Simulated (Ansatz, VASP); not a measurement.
## TaC in VASP and in Ansatz

```xyz
2
Lattice="0.0000 2.2377 2.2377 2.2377 0.0000 2.2377 2.2377 2.2377 0.0000" Properties=species:S:1:pos:R:3 pbc="T T T"
Ta    2.2377    2.2377    2.2377
C     0.0000    0.0000    0.0000
```

Change from the starting cell: species swapped into the ZrC type (Fm-3m, No. 225).

Alike in both runs: task single point; functional PBE; k mesh 6 × 6 × 6; occupations gaussian, width 0.1 eV; no spin polarisation.

```csv
,VASP,Ansatz
version,VASP 6.6.1,Ansatz 0.2.0
potentials or method,"VASP PAW PBE potentials, release 64 (Ta_pv, C), cutoff 600 eV","scalar-relativistic, plane waves, PAW"
valence electrons in the cell,15,17
```

Ansatz gave:

* gap on the k mesh at the Fermi level (eV): none
* pressure (GPa): -0.1

Q: What did VASP give for the same quantities?

A: gap on the k mesh at the Fermi level (eV): none; pressure (GPa): 0.5.

A gap of «none» marks a metal or a gap that the smearing closes. VASP's potentials hold 15 valence electrons a cell and Ansatz's 17, so a difference there can come from the potentials and not from the codes.

The k mesh is coarse, so the values compare programs but aren't converged. Neither program's run includes spin-orbit coupling.
